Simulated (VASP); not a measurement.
Write the native input for VASP 6.6.1 that does the following.

```
Task                   : single point
Functional             : PBE
Potentials or basis    : VASP PAW PBE potentials, release 64 (Li_sv)
Cutoff                 : 520 eV
k mesh                 : 11 × 11 × 11
Occupations            : gaussian, width 0.027 eV
Spin                   : no spin polarisation
Dipole correction      : no
Further INCAR settings : ALGO = Normal; EDIFF = 1e-07; NBANDS = 8
```

The structure of Li lies in POSCAR:

```
Li
1.0
   -1.7546500000      1.7546500000      1.7546500000
    1.7546500000     -1.7546500000      1.7546500000
    1.7546500000      1.7546500000     -1.7546500000
Li
1
Direct
    0.0000000000      0.0000000000      0.0000000000
```

These files were run (other wordings do the same):

INCAR

```
SYSTEM = Li
ALGO = Normal
EDIFF = 1E-7
ENCUT = 520
GGA = PE
ISIF = 2
ISMEAR = 0
LASPH = .True.
LCHARG = .False.
LREAL = .False.
LWAVE = .False.
NBANDS = 8
NELM = 80
PREC = Accurate
SIGMA = 0.027000000000000003
```

KPOINTS

```
k-points
0
Gamma
  11 11 11
  0 0 0
```

Potentials or basis: VASP PAW PBE potentials, release 64 (Li_sv).

Run with:

```console
$ cat potpaw_PBE.64/Li_sv/POTCAR > POTCAR
$ mpirun -np 1 vasp_std > vasp.out
```

Wall time 11 s on 1 thread of Intel Xeon 8259CL (shared host), peak memory 0.13 GiB.
